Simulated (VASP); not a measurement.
# Sn6Ge (R-3) in VASP: single point with PBE

Aim: the single point of Sn6Ge with PBE.

Everything below comes from runs of VASP 6.6.1. Logs are shortened: lines on timing, memory, paths and dates and some standing lists are left out, and cuts for length are marked.

## 1. The cell of the first run

The structure is trigonal, space group R-3 (No. 148). Conventional cell: a = 5.964 Å, b = 5.964 Å, c = 19.275 Å, α = 90.00°, β = 90.00°, γ = 120.00°. Within 3.8 Å of Sn (site symmetry 1) lie 1 Ge at 2.85 Å and 9 Sn at 3.26 to 3.69 Å. Ge (site symmetry -3) has 6 Sn at 2.85 Å within 3.8 Å.

## 2. Single point, PBE

INCAR

```
SYSTEM = Sn6Ge
  ALGO = Fast
  EDIFF = 1E-6
  ENCUT = 520
  GGA = PE
  ISIF = 2
  ISMEAR = 0
  LASPH = .TRUE.
  LCHARG = .FALSE.
  LREAL = .FALSE.
  LWAVE = .FALSE.
  NBANDS = 58
  NELM = 100
  PREC = Accurate
  SIGMA = 0.2
```

KPOINTS

```
k-points
0
G
  3 3 3
  0 0 0
```

POSCAR

```
Sn6Ge
1.0
    2.9821170474      1.7217260801      6.4251032591
   -2.9821170474      1.7217260801      6.4251032591
    0.0000000000     -3.4434521601      6.4251032591
Sn Ge
6 1
Direct
    0.4595434153      0.0894964480      0.7447894944
    0.0894964480      0.7447894944      0.4595434153
    0.2552105056      0.5404565847      0.9105035520
    0.9105035520      0.2552105056      0.5404565847
    0.5404565847      0.9105035520      0.2552105056
    0.7447894944      0.4595434153      0.0894964480
    0.0000000000      0.0000000000      0.0000000000
```

Potentials or basis: VASP PAW PBE potentials, release 64 (Sn_d, Ge_d).

Launch:

```sh
$ cat potpaw_PBE.64/Sn_d/POTCAR potpaw_PBE.64/Ge_d/POTCAR > POTCAR
$ mpirun -np 1 vasp_std > vasp.out
```

OUTCAR:

```text
SYSTEM = Sn6Ge
   EDIFF = 1E-6
   ENCUT = 520
   GGA = PE
   ISIF = 2
   ISMEAR = 0
   LASPH = .TRUE.
   LREAL = .FALSE.
   NELM = 100
   PREC = Accurate

 ion  position               nearest neighbor table
   1  0.460  0.089  0.745-   7 2.85   6 3.26   2 3.26   3 3.30   4 3.30   5 3.37   6 3.39   2 3.39
                             2 3.69   6 3.69
   2  0.089  0.745  0.460-   7 2.85   6 3.26   1 3.26   3 3.30   5 3.30   4 3.37   6 3.39   1 3.39
                             1 3.69   6 3.69
   3  0.255  0.540  0.911-   7 2.85   4 3.26   5 3.26   2 3.30   1 3.30   6 3.37   5 3.39   4 3.39
                             4 3.69   5 3.69
   4  0.911  0.255  0.540-   7 2.85   3 3.26   5 3.26   6 3.30   1 3.30   2 3.37   3 3.39   5 3.39
                             5 3.69   3 3.69
   5  0.540  0.911  0.255-   7 2.85   3 3.26   4 3.26   6 3.30   2 3.30   1 3.37   3 3.39   4 3.39
                             4 3.69   3 3.69
   6  0.745  0.460  0.089-   7 2.85   2 3.26   1 3.26   4 3.30   5 3.30   3 3.37   1 3.39   2 3.39
                             2 3.69   1 3.69
   7  0.000  0.000  0.000-   2 2.85   4 2.85   3 2.85   6 2.85   5 2.85   1 2.85

  LATTYP: Found a trigonal (rhomboedric) cell.
 ALAT       =     7.2896717806
 COS(alpha) =     0.6652940619

  Lattice vectors:

 A1 = (   2.9821170474,   1.7217260801,   6.4251032591)
 A2 = (  -2.9821170474,   1.7217260801,   6.4251032591)
 A3 = (   0.0000000000,  -3.4434521601,   6.4251032591)

Analysis of symmetry for initial positions (statically):
=====================================================================
 Subroutine PRICEL returns:
 Original cell was already a primitive cell.

 Routine SETGRP: Setting up the symmetry group for a
 trigonal (rhombohedral) supercell.

 Subroutine GETGRP returns: Found  6 space group operations
 (whereof  6 operations were pure point group operations)
 out of a pool of 12 trial point group operations.

The static configuration has the point symmetry S_6 .

Analysis of symmetry for dynamics (positions and initial velocities):
=====================================================================
 Subroutine PRICEL returns:
 Original cell was already a primitive cell.

 Routine SETGRP: Setting up the symmetry group for a
 trigonal (rhombohedral) supercell.

 Subroutine GETGRP returns: Found  6 space group operations
 (whereof  6 operations were pure point group operations)
 out of a pool of 12 trial point group operations.

The dynamic configuration has the point symmetry S_6 .

 Subroutine INISYM returns: Found  6 space group operations
 (whereof  6 operations are pure point group operations),
 and found     1 'primitive' translations

----------------------------------------------------------------------------------------

                                     Primitive cell

  volume of cell :     197.9339

  direct lattice vectors                    reciprocal lattice vectors
     2.982117047  1.721726080  6.425103259     0.167666122  0.096802081  0.051879841
    -2.982117047  1.721726080  6.425103259    -0.167666122  0.096802081  0.051879841
     0.000000000 -3.443452160  6.425103259     0.000000000 -0.193604161  0.051879841

  length of vectors
     7.289671781  7.289671781  7.289671781     0.200434750  0.200434750  0.200434750

  position of ions in fractional coordinates (direct lattice)
     0.459543415  0.089496448  0.744789494
     0.089496448  0.744789494  0.459543415
     0.255210506  0.540456585  0.910503552
     0.910503552  0.255210506  0.540456585
     0.540456585  0.910503552  0.255210506
     0.744789494  0.459543415  0.089496448
     0.000000000  0.000000000  0.000000000

  ion indices of the primitive-cell ions
   primitive index   ion index
                 1           1
                 2           2
                 3           3
                 4           4
                 5           5
                 6           6
                 7           7

----------------------------------------------------------------------------------------

 KPOINTS: k-points

Automatic generation of k-mesh.
 Grid dimensions read from file:
 generate k-points for:    3    3    3

 Generating k-lattice:

  Cartesian coordinates                     Fractional coordinates (reciprocal lattice)
     0.055888707  0.032267360  0.017293280     0.333333333 -0.000000000  0.000000000
    -0.055888707  0.032267360  0.017293280    -0.000000000  0.333333333  0.000000000
     0.000000000 -0.064534720  0.017293280     0.000000000  0.000000000  0.333333333

  Length of vectors
     0.066811583  0.066811583  0.066811583

  Shift w.r.t. Gamma in fractional coordinates (k-lattice)
     0.000000000  0.000000000  0.000000000

 Subroutine IBZKPT returns following result:
 ===========================================

 Found      6 irreducible k-points:

 Following reciprocal coordinates:
            Coordinates               Weight
  0.000000  0.000000  0.000000      1.000000
  0.333333 -0.000000  0.000000      6.000000
  0.333333  0.333333  0.000000      6.000000
 -0.333333  0.333333  0.000000      6.000000
  0.333333  0.333333  0.333333      2.000000
 -0.333333  0.333333  0.333333      6.000000
   k-points           NKPTS =      6   k-points in BZ     NKDIM =      6   number of bands    NBANDS=     58
   number of dos      NEDOS =    301   number of ions     NIONS =      7
   total plane-waves  NPLWV = 157464
   dimension x,y,z NGX =    54 NGY =   54 NGZ =   54
   dimension x,y,z NGXF=   108 NGYF=  108 NGZF=  108
   ions per type =               6   1
   NGX,Y,Z   is equivalent  to a cutoff of  12.32, 12.32, 12.32 a.u.
   NGXF,Y,Z  is equivalent  to a cutoff of  24.63, 24.63, 24.63 a.u.
 SYSTEM =  Sn6Ge
   PREC   = accura    normal or accurate (medium, high low for compatibility)
   ISTART =      0    job   : 0-new  1-cont  2-samecut
   ICHARG =      2    charge: 1-file 2-atom 10-const
   ISPIN  =      1    spin polarized calculation?
   LNONCOLLINEAR =      F non collinear calculations
   LSORBIT =      F    spin-orbit coupling
   LASPH  =      T    aspherical Exc in radial PAW
   ENCUT  =  520.0 eV  38.22 Ry    6.18 a.u.  13.55 13.55 13.55*2*pi/ulx,y,z
   NELM   =    100;   NELMIN=  2; NELMDL= -5     # of ELM steps
   EDIFF  = 0.1E-05   stopping-criterion for ELM
   LREAL  =      F    real-space projection
   EDIFFG = 0.1E-04   stopping-criterion for IOM
   NSW    =      0    number of steps for IOM
   IBRION =     -1    ionic relax: 0-MD 1-quasi-New 2-CG
   NFREE  =      0    steps in history (QN), initial steepest desc. (CG)
   ISIF   =      2    stress and relaxation
   ISYM   =      2    0-nonsym 1-usesym 2-fastsym
   POTIM  = 0.5000    time-step for ionic-motion
   TEBEG  =    0.0;   TEEND  =   0.0 temperature during run
   PSTRESS=    0.0 pullay stress
   NELECT =      98.0000    total number of electrons
   NUPDOWN=      -1.0000    fix difference up-down
   EMIN   =  10.00;   EMAX   =-10.00  energy-range for DOS
   EFERMI =   0.00;   METHOD = LEGACY
   ISMEAR =     0;   SIGMA  =   0.20  broadening in eV -4-tet -1-fermi 0-gaus
   EFERMI_NEDOS =   21; number of points for ismear=-14 and -15
   IALGO  =     68    algorithm
   IMIX   =      4    mixing-type and parameters
     AMIX     =   0.40;   BMIX     =  1.00
     AMIX_MAG =   1.60;   BMIX_MAG =  1.00
  volume/ion in A,a.u.               =      28.28       190.82
  Fermi-wavevector in a.u.,A,eV,Ry     =   1.295120  2.447423 22.821554  1.677337
  Thomas-Fermi vector in A             =   2.426660
   LORBIT       =      0    0 simple, 1 ext, 2 COOP (PROOUT), +10 PAW based schemes
   GGA     = PE    functional components
   LHFCALC =     F    Hartree Fock is set to
   AEXX    =    0.0000 exact exchange contribution
   IVDW    =     0    specifies the selected vdW correction
   LEPSILON=     F    determine dielectric tensor
   LRPA    =     F    only Hartree local field effects (RPA)
 non-spin polarized calculation
 RMM-DIIS sequential band-by-band and
 Gauss-broadening in eV      SIGMA  =   0.20
  energy-cutoff  :      520.00
  volume of cell :      197.93
 maximum number of plane-waves:      5345
 NGX is ok and might be reduce to    54
   NGX = 27   NGY = 27   NGZ = 27

 number of electron      98.0000000 magnetization

 Free energy of the ion-electron system (eV)
  ---------------------------------------------------
  ext. energy  EPLUGINS =         0.00000000
  ---------------------------------------------------
  free energy    TOTEN  =       -26.78220997 eV

  energy without entropy =      -26.70339632  energy(sigma->0) =      -26.74280315

 E-fermi :   6.9206     XC(G=0):  -9.9765

 val. band max:        6.7605249654   @ k =   0.3333   0.3333   0.0000
 cond. band min:       6.9240526931   @ k =   0.3333  -0.0000   0.0000
 fundamental gap:      0.1635277278
 Fermi energy:         6.9205586757

 k-point     1 :       0.0000    0.0000    0.0000
  band No.  band energies     occupation
      1     -17.5793      2.00000
      2     -17.5793      2.00000
      3     -17.5659      2.00000
      4     -17.5453      2.00000
      5     -17.5453      2.00000
      6     -14.6008      2.00000
[... 50 lines left out ...]
     57      11.6056      0.00000
     58      12.1337      0.00000

 k-point     2 :       0.3333   -0.0000    0.0000
  band No.  band energies     occupation
      1     -17.5793      2.00000
      2     -17.5793      2.00000
      3     -17.5659      2.00000
      4     -17.5453      2.00000
      5     -17.5453      2.00000
      6     -14.6434      2.00000
[... 50 lines left out ...]
     57      10.3295      0.00000
     58      11.3306      0.00000

 k-point     3 :       0.3333    0.3333    0.0000
  band No.  band energies     occupation
      1     -17.5793      2.00000
      2     -17.5793      2.00000
      3     -17.5659      2.00000
      4     -17.5453      2.00000
      5     -17.5453      2.00000
      6     -14.6439      2.00000
[... 50 lines left out ...]
     57      10.0559      0.00000
     58      11.2624      0.00000

 k-point     4 :      -0.3333    0.3333    0.0000
  band No.  band energies     occupation
      1     -17.5793      2.00000
      2     -17.5793      2.00000
      3     -17.5659      2.00000
      4     -17.5453      2.00000
      5     -17.5453      2.00000
      6     -14.6489      2.00000
[... 50 lines left out ...]
     57      10.5412      0.00000
     58      11.2711      0.00000

 k-point     5 :       0.3333    0.3333    0.3333
  band No.  band energies     occupation
      1     -17.5793      2.00000
      2     -17.5793      2.00000
      3     -17.5659      2.00000
      4     -17.5453      2.00000
      5     -17.5453      2.00000
      6     -14.6053      2.00000
[... 50 lines left out ...]
     57      11.6947      0.00000
     58      12.5387      0.00000

 k-point     6 :      -0.3333    0.3333    0.3333
  band No.  band energies     occupation
      1     -17.5793      2.00000
      2     -17.5793      2.00000
      3     -17.5659      2.00000
      4     -17.5453      2.00000
      5     -17.5453      2.00000
      6     -14.6437      2.00000
[... 50 lines left out ...]
     57       9.6444      0.00000
     58      10.5690      0.00000

------------------------ aborting loop because EDIFF is reached ----------------------------------------

  FORCE on cell =-STRESS in cart. coord.  units (eV):
  Direction    XX          YY          ZZ          XY          YZ          ZX
  --------------------------------------------------------------------------------------
  -------------------------------------------------------------------------------------
  Total        0.0615510      0.0615510      0.0638482      0.0000001      0.0000000     -0.0000000
  in kB        0.4982252      0.4982252      0.5168200      0.0000010      0.0000000     -0.0000000
  external PRESSURE =       0.5044234 kB  Pullay stress =       0.0000000 kB

 VOLUME and BASIS-vectors are now :
 -----------------------------------------------------------------------------
  energy-cutoff  :      520.00
  volume of cell :      197.93
      direct lattice vectors                 reciprocal lattice vectors
     2.982117047  1.721726080  6.425103259     0.167666122  0.096802081  0.051879841
    -2.982117047  1.721726080  6.425103259    -0.167666122  0.096802081  0.051879841
     0.000000000 -3.443452160  6.425103259     0.000000000 -0.193604161  0.051879841

 POSITION                                       TOTAL-FORCE (eV/Angst)
 -----------------------------------------------------------------------------------
      1.10352     -1.61935      8.31299        -0.010144      0.030108     -0.008145
     -1.95416     -0.14600      8.31299         0.031146     -0.006269     -0.008145
     -0.85064     -1.76535     10.96232         0.021002      0.023839      0.008145
      1.95416      0.14600     10.96232        -0.031146      0.006269      0.008145
     -1.10352      1.61935     10.96232         0.010144     -0.030108      0.008145
      0.85064      1.76535      8.31299        -0.021002     -0.023839     -0.008145
      0.00000      0.00000      0.00000        -0.000000      0.000000     -0.000000
 -----------------------------------------------------------------------------------
    total drift:                                0.000000      0.000000     -0.000000

  FREE ENERGIE OF THE ION-ELECTRON SYSTEM (eV)
  ---------------------------------------------------
  free  energy   TOTEN  =       -26.7822099716 eV

  energy  without entropy=      -26.7033963189  energy(sigma->0) =      -26.74280315
```

Run time: 1.9 min. Hardware: 1 thread of Intel Xeon 6975P-C (Granite Rapids), shared host; peak memory 0.4 GiB.

Results:

* Free energy: -26.7822 eV
* Pressure: 0.1 GPa
* Largest force: 0.033 eV/Å
* Band gap on the k mesh: zero (band 49 reaches 7.25 eV, above the bottom of band 50 at 5.60 eV)

Forces in eV/Å, atoms in the order of the input:
```
Sn  -0.010  0.030 -0.008
Sn   0.031 -0.006 -0.008
Sn   0.021  0.024  0.008
Sn  -0.031  0.006  0.008
Sn   0.010 -0.030  0.008
Sn  -0.021 -0.024 -0.008
Ge   0.000  0.000  0.000
```

Levels at points of the mesh, in eV from the Fermi level:
```tsv
k point	band 46	band 47	band 48	band 49	band 50	band 51	band 52	band 53
(0.00, 0.00, 0.00)	-2.90	-2.47	-2.01	-2.01	-1.32	1.72	1.72	2.41
```

Caveat: the k points lie up to 0.42 Å⁻¹ apart; spin-orbit coupling is left out, which moves the levels of the heavy elements.
